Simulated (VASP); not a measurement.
# As (P-1) in VASP: single point with PBEsol-based global hybrid with 25 % exact exchange

Aim: the single point of As with PBEsol-based global hybrid with 25 % exact exchange.

All numbers are computed with VASP 6.6.1; they aren't measurements. Logs are shortened: lines on timing, memory, paths and dates and some standing lists are left out, and cuts for length are marked.

### Step 1. The cell of the first run

The typed cell holds 1 atom: a = 2.825 Å, b = 2.637 Å, c = 2.624 Å, α = 87.09°, β = 84.89°, γ = 95.64°.

### Step 2. Single point, PBEsol-based global hybrid with 25 % exact exchange

Contents of POSCAR:

```
As
1.0
    2.8189334734     -0.1443765647      0.1268142519
   -0.1285055342      2.6326703920      0.0754320344
    0.1194916236      0.0641861329      2.6207007204
As
1
Direct
    0.5000000000      0.5000000000      0.5000000000
```

Contents of INCAR.step1:

```
SYSTEM = As
ALGO = Normal ; EDIFF = 1E-5
ENCUT = 520 ; GGA = PE
ISIF = 2 ; ISMEAR = -1
LASPH = .TRUE. ; LREAL = .FALSE.
LWAVE = .TRUE. ; NBANDS = 8
NELM = 100 ; PREC = Accurate
SIGMA = 0.05
```

Contents of INCAR.step2:

```
SYSTEM = As
AEXX = 0.25 ; ALGO = Normal
EDIFF = 1E-7 ; ENCUT = 520
GGA = PS ; ISIF = 2
ISMEAR = -1 ; ISTART = 1
LASPH = .TRUE. ; LCHARG = .TRUE.
LELF = .TRUE. ; LHFCALC = .TRUE.
LREAL = .FALSE. ; LVHAR = .TRUE.
LWAVE = .FALSE. ; NBANDS = 8
NELM = 100 ; PREC = Accurate
PRECFOCK = Normal ; SIGMA = 0.05
```

Contents of KPOINTS:

```
k-points
0
G
  5 5 6
  0 0 0
```

Potentials or basis: VASP PAW PBE potentials, release 64 (As).

The run is started by

```
> cat potpaw_PBE.64/As/POTCAR > POTCAR
> cp INCAR.step1 INCAR
> mpirun -np 1 vasp_std > vasp.out
> cp INCAR.step2 INCAR
> mpirun -np 1 vasp_std > vasp.out
```

OUTCAR:

```text
SYSTEM = As
   AEXX = 0.25
   EDIFF = 1E-7
   ENCUT = 520
   GGA = PS
   ISIF = 2
   ISMEAR = -1
   ISTART = 1
   LASPH = .TRUE.
   LHFCALC = .TRUE.
   LREAL = .FALSE.
   NELM = 100
   PREC = Accurate
   PRECFOCK = Normal

 ion  position               nearest neighbor table
   1  0.500  0.500  0.500-

  LATTYP: Found a triclinic cell.
 ALAT       =     3.6810262723
 B/A-ratio  =     0.7675782221
 C/A-ratio  =     1.0359692369
 COS(alpha) =     0.0067625155
 COS(beta)  =     0.5208000454
 COS(gamma) =     0.7041289020

  Lattice vectors:

 A1 = (   2.6994418498,  -0.2085626976,  -2.4938864685)
 A2 = (   2.8189334734,  -0.1443765647,   0.1268142519)
 A3 = (   0.0090139106,  -2.6968565249,  -2.6961327548)

Analysis of symmetry for initial positions (statically):
=====================================================================
 Subroutine PRICEL returns:
 Original cell was already a primitive cell.

 Routine SETGRP: Setting up the symmetry group for a
 triclinic supercell.

 Subroutine GETGRP returns: Found  2 space group operations
 (whereof  2 operations were pure point group operations)
 out of a pool of  2 trial point group operations.

The static configuration has the point symmetry S_2 .

Analysis of symmetry for dynamics (positions and initial velocities):
=====================================================================
 Subroutine PRICEL returns:
 Original cell was already a primitive cell.

 Routine SETGRP: Setting up the symmetry group for a
 triclinic supercell.

 Subroutine GETGRP returns: Found  2 space group operations
 (whereof  2 operations were pure point group operations)
 out of a pool of  2 trial point group operations.

The dynamic configuration has the point symmetry S_2 .

 Subroutine INISYM returns: Found  2 space group operations
 (whereof  2 operations are pure point group operations),
 and found     1 'primitive' translations

----------------------------------------------------------------------------------------

                                     Primitive cell

  volume of cell :      19.3446

  direct lattice vectors                    reciprocal lattice vectors
     2.818933473 -0.144376565  0.126814252     0.356410360  0.017875214 -0.016688435
    -0.128505534  2.632670392  0.075432034     0.019980170  0.381111278 -0.010245169
     0.119491624  0.064186133  2.620700720    -0.017821592 -0.011834557  0.382679769

  length of vectors
     2.825475601  2.636883967  2.624208523     0.357248333  0.381772153  0.383277277

  position of ions in fractional coordinates (direct lattice)
     0.500000000  0.500000000  0.500000000

  ion indices of the primitive-cell ions
   primitive index   ion index
                 1           1

----------------------------------------------------------------------------------------

 KPOINTS: k-points

Automatic generation of k-mesh.
 Grid dimensions read from file:
 generate k-points for:    5    5    6

 Generating k-lattice:

  Cartesian coordinates                     Fractional coordinates (reciprocal lattice)
     0.071282072  0.003575043 -0.003337687     0.200000000  0.000000000  0.000000000
     0.003996034  0.076222256 -0.002049034    -0.000000000  0.200000000 -0.000000000
    -0.002970265 -0.001972426  0.063779961     0.000000000  0.000000000  0.166666667

  Length of vectors
     0.071449667  0.076354431  0.063879546

  Shift w.r.t. Gamma in fractional coordinates (k-lattice)
     0.000000000  0.000000000  0.000000000

 Subroutine IBZKPT returns following result:
 ===========================================

 Found     76 irreducible k-points:

 Following reciprocal coordinates:
            Coordinates               Weight
  0.000000  0.000000  0.000000      1.000000
  0.200000  0.000000 -0.000000      2.000000
  0.400000  0.000000 -0.000000      2.000000
 -0.000000  0.200000 -0.000000      2.000000
  0.200000  0.200000 -0.000000      2.000000
  0.400000  0.200000 -0.000000      2.000000
[... 16 lines left out ...]
 -0.200000  0.200000  0.166667      2.000000
  0.000000  0.400000  0.166667      2.000000
 [... further k-points ...]
   k-points           NKPTS =     76   k-points in BZ     NKDIM =    150   number of bands    NBANDS=      8
   number of dos      NEDOS =    301   number of ions     NIONS =      1
   total plane-waves  NPLWV =   9600
   dimension x,y,z NGX =    24 NGY =   20 NGZ =   20
   dimension x,y,z NGXF=    48 NGYF=   40 NGZF=   40
   ions per type =               1
   NGX,Y,Z   is equivalent  to a cutoff of  14.12, 12.61, 12.67 a.u.
   NGXF,Y,Z  is equivalent  to a cutoff of  28.24, 25.22, 25.34 a.u.
 SYSTEM =  As
   PREC   = accura    normal or accurate (medium, high low for compatibility)
   ISTART =      1    job   : 0-new  1-cont  2-samecut
   ICHARG =      0    charge: 1-file 2-atom 10-const
   ISPIN  =      1    spin polarized calculation?
   LNONCOLLINEAR =      F non collinear calculations
   LSORBIT =      F    spin-orbit coupling
   LASPH  =      T    aspherical Exc in radial PAW
   ENCUT  =  520.0 eV  38.22 Ry    6.18 a.u.   5.25  4.90  4.88*2*pi/ulx,y,z
   NELM   =    100;   NELMIN=  2; NELMDL=  0     # of ELM steps
   EDIFF  = 0.1E-06   stopping-criterion for ELM
   LREAL  =      F    real-space projection
   EDIFFG = 0.1E-05   stopping-criterion for IOM
   NSW    =      0    number of steps for IOM
   IBRION =     -1    ionic relax: 0-MD 1-quasi-New 2-CG
   NFREE  =      0    steps in history (QN), initial steepest desc. (CG)
   ISIF   =      2    stress and relaxation
   ISYM   =      3    0-nonsym 1-usesym 2-fastsym
   POTIM  = 0.5000    time-step for ionic-motion
   TEBEG  =    0.0;   TEEND  =   0.0 temperature during run
   PSTRESS=    0.0 pullay stress
   NELECT =       5.0000    total number of electrons
   NUPDOWN=      -1.0000    fix difference up-down
   EMIN   =  10.00;   EMAX   =-10.00  energy-range for DOS
   EFERMI =   0.00;   METHOD = LEGACY
   ISMEAR =    -1;   SIGMA  =   0.05  broadening in eV -4-tet -1-fermi 0-gaus
   EFERMI_NEDOS =   21; number of points for ismear=-14 and -15
   IALGO  =     38    algorithm
   IMIX   =      1    mixing-type and parameters
     AMIX     =   0.40;   BMIX     =  1.00
     AMIX_MAG =   1.60;   BMIX_MAG =  1.00
  volume/ion in A,a.u.               =      19.34       130.54
  Fermi-wavevector in a.u.,A,eV,Ry     =   1.042826  1.970656 14.796151  1.087486
  Thomas-Fermi vector in A             =   2.177508
   LORBIT       =      0    0 simple, 1 ext, 2 COOP (PROOUT), +10 PAW based schemes
   GGA     = PS    functional components
   LHFCALC =     T    Hartree Fock is set to
   PRECFOCK=normal    Normal, Fast or Accurate (Low or Medium for compatibility)
   ENCUT4O =  -1.0   cutoff for four orbital integrals eV
   NKREDX  =     1    reduce k-point grid by
   NKREDY  =     1    reduce k-point grid by
   NKREDZ  =     1    reduce k-point grid by
   AEXX    =    0.2500 exact exchange contribution
   HFSCREEN=    0.0000 screening length (either q_TF or 0.3 A-1)
   HFSCREENC=   0.0000 screening length for correlation (either q_TF or 0.3 A-1)
   ENCUTFOCK=  -1.0 apply spherical cutoff to Coloumb kernel
   IVDW    =     0    specifies the selected vdW correction
   LEPSILON=     F    determine dielectric tensor
   LRPA    =     F    only Hartree local field effects (RPA)
 non-spin polarized calculation
  energy-cutoff  :      520.00
  volume of cell :       19.34
 maximum number of plane-waves:       532
 NGX is ok and might be reduce to    24
  NGX = 16; NGY = 16; NGZ = 16

 number of electron       4.9999998 magnetization

 Free energy of the ion-electron system (eV)
  ---------------------------------------------------
  ext. energy  EPLUGINS =         0.00000000
  ---------------------------------------------------
  free energy    TOTEN  =        -6.24446784 eV

  energy without entropy =       -6.24442724  energy(sigma->0) =       -6.24444754

 E-fermi :   6.1213     XC(G=0):  -8.4152

 val. band max:        5.7844851861   @ k =   0.0000   0.2000   0.1667
 cond. band min:       6.4525291647   @ k =   0.2000  -0.2000   0.1667
 fundamental gap:      0.6680439786
 Fermi energy:         6.1212532563

 k-point     1 :       0.0000    0.0000    0.0000
  band No.  band energies     occupation
      1     -11.4877      2.00000
      2       9.3854      0.00000
      3      11.9903      0.00000
      4      12.4029      0.00000
      5      14.5150      0.00000
      6      16.1348      0.00000
      7      18.4433      0.00000
      8      30.4803      0.00000

 k-point     2 :       0.2000    0.0000   -0.0000
  band No.  band energies     occupation
      1     -10.7850      2.00000
      2       3.5104      2.00000
      3      12.3909      0.00000
      4      12.8375      0.00000
      5      16.7875      0.00000
      6      18.8868      0.00000
      7      20.9635      0.00000
      8      25.8006      0.00000

 k-point     3 :       0.4000    0.0000   -0.0000
  band No.  band energies     occupation
      1      -9.0747      2.00000
      2      -1.5584      2.00000
      3      13.3631      0.00000
      4      13.8109      0.00000
      5      17.8104      0.00000
      6      20.8020      0.00000
      7      22.4383      0.00000
      8      23.6404      0.00000

 k-point     4 :      -0.0000    0.2000   -0.0000
  band No.  band energies     occupation
      1     -10.6030      2.00000
      2       4.9631      2.00000
      3      10.1032      0.00000
      4      13.0205      0.00000
      5      15.4961      0.00000
      6      18.2239      0.00000
      7      23.4203      0.00000
      8      25.2797      0.00000

 k-point     5 :       0.2000    0.2000   -0.0000
  band No.  band energies     occupation
      1      -9.7699      2.00000
      2       3.7830      2.00000
      3       5.1462      2.00000
      4      13.4310      0.00000
      5      18.8600      0.00000
      6      21.7462      0.00000
      7      23.7074      0.00000
      8      25.7796      0.00000
[... 177 lines left out ...]
 k-point    22 :      -0.4000    0.2000    0.1667
  band No.  band energies     occupation
      1      -7.6729      2.00000
      2      -0.0635      2.00000
      3       8.4890      0.00000
      4      10.1295      0.00000
      5      16.1501      0.00000
      6      20.2673      0.00000
      7      23.4822      0.00000
      8      24.7618      0.00000

 k-point    23 :      -0.2000    0.2000    0.1667
  band No.  band energies     occupation
      1      -9.3829      2.00000
      2       5.0198      2.00000
      3       7.4770      0.00000
      4       8.8595      0.00000
      5      18.4817      0.00000
      6      21.8342      0.00000
      7      22.3306      0.00000
      8      23.8237      0.00000

 k-point    24 :       0.0000    0.4000    0.1667
  band No.  band energies     occupation
      1      -7.7213      2.00000
      2      -0.5136      2.00000
      3      10.2353      0.00000
      4      12.2629      0.00000
      5      16.8229      0.00000
      6      18.3176      0.00000
      7      20.8884      0.00000
      8      24.5386      0.00000

 [... further k-points ...]

------------------------ aborting loop because EDIFF is reached ----------------------------------------

  FORCE on cell =-STRESS in cart. coord.  units (eV):
  Direction    XX          YY          ZZ          XY          YZ          ZX
  --------------------------------------------------------------------------------------
  -------------------------------------------------------------------------------------
  Total       -0.4138141      0.2363455     -0.0111106      0.2247120     -0.0857965     -0.0999203
  in kB      -34.2734000     19.5748801     -0.9202191     18.6113635     -7.1059414     -8.2757133
  external PRESSURE =      -5.2062463 kB  Pullay stress =       0.0000000 kB

 VOLUME and BASIS-vectors are now :
 -----------------------------------------------------------------------------
  energy-cutoff  :      520.00
  volume of cell :       19.34
      direct lattice vectors                 reciprocal lattice vectors
     2.818933473 -0.144376565  0.126814252     0.356410360  0.017875214 -0.016688435
    -0.128505534  2.632670392  0.075432034     0.019980170  0.381111278 -0.010245169
     0.119491624  0.064186133  2.620700720    -0.017821592 -0.011834557  0.382679769

 POSITION                                       TOTAL-FORCE (eV/Angst)
 -----------------------------------------------------------------------------------
      1.40496      1.27624      1.41147        -0.000000      0.000000      0.000000
 -----------------------------------------------------------------------------------
    total drift:                                0.000000     -0.000000      0.000000

  FREE ENERGIE OF THE ION-ELECTRON SYSTEM (eV)
  ---------------------------------------------------
  free  energy   TOTEN  =        -6.2444678415 eV

  energy  without entropy=       -6.2444272366  energy(sigma->0) =       -6.24444754
```

It took 4.5 min on 1 thread of AMD EPYC 9R45 (Zen 5), shared host; peak memory 0.11 GiB.

Results:

```
Free energy            : -6.2445 eV
Pressure               : -0.5 GPa
Band gap on the k mesh : zero (an odd number of electrons rules out a gap without spin polarisation)
```

Stress tensor (GPa, compression positive):
```
-3.43  1.86 -0.83
 1.86  1.96 -0.71
-0.83 -0.71 -0.09
```

Levels at points of the mesh, in eV from the Fermi level:
| k point | band 1 | band 2 | band 3 | band 4 | band 5 | band 6 | band 7 |
| --- | --- | --- | --- | --- | --- | --- | --- |
| (0.00, 0.00, 0.00) | -17.61 | 3.26 | 5.87 | 6.28 | 8.39 | 10.01 | 12.32 |
| (0.00, 0.00, 0.50) | -13.49 | -8.72 | 5.99 | 8.74 | 11.41 | 14.45 | 15.03 |

Caveat: the k points lie up to 0.48 Å⁻¹ apart, too coarse for converged energies and pressures of a metal; the PAW data sets were made with another functional, which shifts forces and pressure a little; an odd number of electrons without spin polarisation forces a metal; a magnetic or distorted state may lie lower.

The gap in the log of VASP goes by the Fermi energy; the results here count the filled bands.